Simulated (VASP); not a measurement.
# Ti2SiO4 (Fd-3m) in VASP: notebook, part 2 of 2

VASP 6.6.1. Earlier steps stand in the parts before.

### 3 Single point, PBE, collinear spin, ferromagnetic start

INCAR reads:

```
SYSTEM = Ti2SiO4
PREC = Accurate
ENCUT = 520
EDIFF = 1E-6
ISMEAR = 1
SIGMA = 0.0119
LREAL = .False.
LASPH = .True.
NELM = 150
ALGO = Normal
ISIF = 2
LWAVE = .False.
LCHARG = .True.
ISPIN = 2
MAGMOM = 0.59 0.59 0.59 0.59 0.59 0.59 0.59 0.59 0.59 0.59 0.59 0.59 0.59 0.59
LORBIT = 11
LMAXMIX = 4
GGA = PE
LELF = .True.
LVHAR = .True.
NELECT = 103.0
NBANDS = 69
```

KPOINTS reads:

```
Automatic mesh
0
Gamma
  5 5 5
  0 0 0
```

POSCAR reads:

```
Ti2SiO4
1.0
    0.0000000000      4.1835449300      4.1835449300
    4.1835449300      0.0000000000      4.1835449300
    4.1835449300      4.1835449300      0.0000000000
Ti Si O
4 2 8
Direct
    0.5000000000      0.5000000000      0.5000000000
    0.0000000000      0.5000000000      0.5000000000
    0.5000000000      0.5000000000      0.0000000000
    0.5000000000      0.0000000000      0.5000000000
    0.1250000000      0.1250000000      0.1250000000
    0.8750000000      0.8750000000      0.8750000000
    0.2435000000      0.2435000000      0.2435000000
    0.2305000000      0.7565000000      0.7565000000
    0.2435000000      0.2435000000      0.7695000000
    0.7565000000      0.2305000000      0.7565000000
    0.7695000000      0.2435000000      0.2435000000
    0.7565000000      0.7565000000      0.7565000000
    0.2435000000      0.7695000000      0.2435000000
    0.7565000000      0.7565000000      0.2305000000
```

Potentials or basis: VASP PAW PBE potentials, release 64 (Ti_sv, Si, O).

Command:

```console
> cat potpaw_PBE.64/Ti_sv/POTCAR potpaw_PBE.64/Si/POTCAR potpaw_PBE.64/O/POTCAR > POTCAR
> mpirun -np 1 vasp_std > vasp.out
```

OUTCAR:

```text
SYSTEM = Ti2SiO4
   PREC = Accurate
   ENCUT = 520
   EDIFF = 1E-6
   ISMEAR = 1
   LREAL = .False.
   LASPH = .True.
   NELM = 150
   ISIF = 2
   ISPIN = 2
   LORBIT = 11
   GGA = PE
   NELECT = 103.0

 ion  position               nearest neighbor table
   1  0.500  0.500  0.500-   8 2.15  10 2.15  11 2.15  13 2.15   9 2.15  14 2.15
   2  0.000  0.500  0.500-   9 2.15  10 2.15  13 2.15  14 2.15   7 2.15  12 2.15
   3  0.500  0.500  0.000-   8 2.15  10 2.15  11 2.15  13 2.15  12 2.15   7 2.15
   4  0.500  0.000  0.500-   8 2.15   9 2.15  11 2.15  14 2.15  12 2.15   7 2.15
   5  0.125  0.125  0.125-   7 1.72   9 1.72  11 1.72  13 1.72
   6  0.875  0.875  0.875-  12 1.72  10 1.72   8 1.72  14 1.72
   7  0.243  0.243  0.243-   5 1.72   3 2.15   4 2.15   2 2.15
   8  0.230  0.757  0.757-   6 1.72   4 2.15   3 2.15   1 2.15
   9  0.243  0.243  0.770-   5 1.72   4 2.15   2 2.15   1 2.15
  10  0.757  0.230  0.757-   6 1.72   3 2.15   2 2.15   1 2.15
  11  0.770  0.243  0.243-   5 1.72   4 2.15   3 2.15   1 2.15
  12  0.757  0.757  0.757-   6 1.72   3 2.15   4 2.15   2 2.15
  13  0.243  0.770  0.243-   5 1.72   3 2.15   2 2.15   1 2.15
  14  0.757  0.757  0.230-   6 1.72   4 2.15   2 2.15   1 2.15

  LATTYP: Found a face centered cubic cell.
 ALAT       =     8.3670898600

  Lattice vectors:

 A1 = (   0.0000000000,   4.1835449300,   4.1835449300)
 A2 = (   4.1835449300,   0.0000000000,   4.1835449300)
 A3 = (   4.1835449300,   4.1835449300,   0.0000000000)

Analysis of symmetry for initial positions (statically):
=====================================================================
 Subroutine PRICEL returns:
 Original cell was already a primitive cell.

 Routine SETGRP: Setting up the symmetry group for a
 face centered cubic supercell.

 Subroutine GETGRP returns: Found 48 space group operations
 (whereof 12 operations were pure point group operations)
 out of a pool of 48 trial point group operations.

The static configuration has the point symmetry D_3d.
 The point group associated with its full space group is O_h .

Analysis of symmetry for dynamics (positions and initial velocities):
[... 1524 lines left out ...]
  Total      -19.3616133    -19.3616133    -19.3616133      0.0000000      0.0000000     -0.0000000
  in kB     -211.8306584   -211.8306584   -211.8306584      0.0000000      0.0000000     -0.0000000
  external PRESSURE =    -211.8306584 kB  Pullay stress =       0.0000000 kB

 VOLUME and BASIS-vectors are now :
 -----------------------------------------------------------------------------
  energy-cutoff  :      520.00
  volume of cell :      146.44
      direct lattice vectors                 reciprocal lattice vectors
     0.000000000  4.183544930  4.183544930    -0.119515867  0.119515867  0.119515867
     4.183544930  0.000000000  4.183544930     0.119515867 -0.119515867  0.119515867
     4.183544930  4.183544930  0.000000000     0.119515867  0.119515867 -0.119515867

 POSITION                                       TOTAL-FORCE (eV/Angst)
 -----------------------------------------------------------------------------------
      4.18354      4.18354      4.18354        -0.000000      0.000000     -0.000000
      4.18354      2.09177      2.09177        -0.000000      0.000000     -0.000000
      2.09177      2.09177      4.18354        -0.000000      0.000000     -0.000000
      2.09177      4.18354      2.09177        -0.000000      0.000000     -0.000000
      1.04589      1.04589      1.04589        -0.000000      0.000000     -0.000000
      7.32120      7.32120      7.32120        -0.000000      0.000000     -0.000000
      2.03739      2.03739      2.03739        -0.841424     -0.841424     -0.841424
      6.32970      4.12916      4.12916         0.841424     -0.841424     -0.841424
      4.23793      4.23793      2.03739         0.841424      0.841424     -0.841424
      4.12916      6.32970      4.12916        -0.841424      0.841424     -0.841424
      2.03739      4.23793      4.23793        -0.841424      0.841424      0.841424
      6.32970      6.32970      6.32970         0.841424      0.841424      0.841424
      4.23793      2.03739      4.23793         0.841424     -0.841424      0.841424
      4.12916      4.12916      6.32970        -0.841424     -0.841424      0.841424
 -----------------------------------------------------------------------------------
    total drift:                               -0.000000     -0.000000      0.000000

  FREE ENERGIE OF THE ION-ELECTRON SYSTEM (eV)
  ---------------------------------------------------
  free  energy   TOTEN  =      -125.7565477232 eV

  energy  without entropy=     -125.7565038562  energy(sigma->0) =     -125.75653310

 total charge

# of ion       s       p       d       tot
------------------------------------------
    1        2.135   6.124   1.918  10.178
    2        2.135   6.124   1.918  10.178
    3        2.135   6.124   1.918  10.178
    4        2.135   6.124   1.918  10.178
    5        0.642   0.848   0.000   1.489
    6        0.642   0.848   0.000   1.489
    7        1.548   3.533   0.000   5.081
    8        1.548   3.533   0.000   5.081
    9        1.548   3.533   0.000   5.081
   10        1.548   3.533   0.000   5.081
   11        1.548   3.533   0.000   5.081
   12        1.548   3.533   0.000   5.081
   13        1.548   3.533   0.000   5.081
   14        1.548   3.533   0.000   5.081
--------------------------------------------------
tot         22.211  54.455   7.673  84.340

 magnetization (x)

# of ion       s       p       d       tot
------------------------------------------
    1        0.003   0.004   0.482   0.490
    2        0.003   0.004   0.482   0.490
    3        0.003   0.004   0.482   0.490
    4        0.003   0.004   0.482   0.490
    5        0.006   0.008   0.000   0.014
    6        0.006   0.008   0.000   0.014
    7        0.000   0.004   0.000   0.004
    8        0.000   0.004   0.000   0.004
    9        0.000   0.004   0.000   0.004
   10        0.000   0.004   0.000   0.004
   11        0.000   0.004   0.000   0.004
   12        0.000   0.004   0.000   0.004
   13        0.000   0.004   0.000   0.004
   14        0.000   0.004   0.000   0.004
--------------------------------------------------
tot          0.029   0.065   1.927   2.021
```

OSZICAR:

```text
N       E                     dE             d eps       ncg     rms          rms(c)
DAV:   1     0.149869857451E+04    0.14987E+04   -0.49351E+04  2784   0.172E+03
DAV:   2     0.133615157821E+03   -0.13651E+04   -0.12828E+04  2794   0.539E+02
DAV:   3    -0.121362418612E+03   -0.25498E+03   -0.24773E+03  3508   0.218E+02
DAV:   4    -0.141606108160E+03   -0.20244E+02   -0.19974E+02  4134   0.607E+01
DAV:   5    -0.142897359341E+03   -0.12913E+01   -0.12763E+01  4368   0.121E+01    0.343E+01
DAV:   6    -0.125423498487E+03    0.17474E+02   -0.12033E+02  4220   0.555E+01    0.118E+01
DAV:   7    -0.125779472282E+03   -0.35597E+00   -0.12931E+01  3769   0.172E+01    0.825E+00
DAV:   8    -0.125741858122E+03    0.37614E-01   -0.78187E-01  3486   0.416E+00    0.317E+00
DAV:   9    -0.125752019155E+03   -0.10161E-01   -0.10130E-01  4048   0.158E+00    0.890E-01
DAV:  10    -0.125754841474E+03   -0.28223E-02   -0.15345E-02  3729   0.662E-01    0.500E-01
DAV:  11    -0.125756204014E+03   -0.13625E-02   -0.36681E-03  3808   0.335E-01    0.170E-01
DAV:  12    -0.125756479680E+03   -0.27567E-03   -0.36282E-04  3484   0.100E-01    0.703E-02
DAV:  13    -0.125756533911E+03   -0.54231E-04   -0.18015E-04  3608   0.616E-02    0.216E-02
DAV:  14    -0.125756545156E+03   -0.11246E-04   -0.18032E-05  3212   0.200E-02    0.122E-02
DAV:  15    -0.125756546857E+03   -0.17004E-05   -0.35378E-06  2840   0.743E-03    0.766E-03
DAV:  16    -0.125756547723E+03   -0.86638E-06   -0.15832E-06  2121   0.569E-03
   1 F= -.12575655E+03 E0= -.12575653E+03  d E =-.438671E-04  mag=     2.4372
```

stdout:

```text
POSCAR found type information on POSCAR TiSiO
 POSCAR found :  3 types and      14 ions
 scaLAPACK will be used
 LDA part: xc-table for (Slater+PW92), standard interpolation
 POSCAR, INCAR and KPOINTS ok, starting setup
 FFT: planning ... GRIDC
 FFT: planning ... GRID_SOFT
 FFT: planning ... GRID
 WAVECAR not read
 entering main loop
 the old and the new charge density differ
 old charge density:   104.00000 new  103.00000
    0.343E+01
```

Wall time 8.8 min (1 thread of AMD EPYC 7R13 (Zen 3), shared host); peak memory 0.44 GiB.

What came out:

```
Free energy                                           : -125.7565 eV
Largest force                                         : 1.457 eV/Å
Net moment                                            : 2.44 μB per cell
Site moments                                          : Ti +0.49; Si +0.01; O +0.00 μB
Valence electrons inside the program's atomic spheres : Ti 10.18; Si 1.49; O 5.08
```

Forces in eV/Å, atoms in the order of the input:
```
Ti   0.000  0.000  0.000
Ti   0.000  0.000  0.000
Ti   0.000  0.000  0.000
Ti   0.000  0.000  0.000
Si   0.000  0.000  0.000
Si   0.000  0.000  0.000
O   -0.841 -0.841 -0.841
O    0.841 -0.841 -0.841
O    0.841  0.841 -0.841
O   -0.841  0.841 -0.841
O   -0.841  0.841  0.841
O    0.841  0.841  0.841
O    0.841 -0.841  0.841
O   -0.841 -0.841  0.841
```

Levels at points of the mesh, in eV from the Fermi level:
Spin up:
| k point | band 50 | band 51 | band 52 | band 53 | band 54 | band 55 | band 56 | band 57 |
| --- | --- | --- | --- | --- | --- | --- | --- | --- |
| (0.00, 0.00, 0.00) | -1.46 | -1.46 | -0.24 | -0.24 | -0.24 | 1.13 | 1.54 | 1.54 |
Spin down:
```csv
k point,band 46,band 47,band 48,band 49,band 50,band 51,band 52,band 53,band 54,band 55
"(0.00, 0.00, 0.00)",-4.83,-4.83,-4.83,-2.29,-0.83,-0.83,0.35,0.35,0.35,1.32
```

Caveat: the cell carries a net charge on a neutralising background, which shifts energy and pressure; the cell is charged against a uniform background, so pressure and absolute levels hang on convention; semilocal functionals often make such compounds metallic where correlation or magnetic order opens a gap, which also shifts bond lengths; forces of over 1 eV/Å act on the atoms, so gaps and moduli don't describe the material at rest.
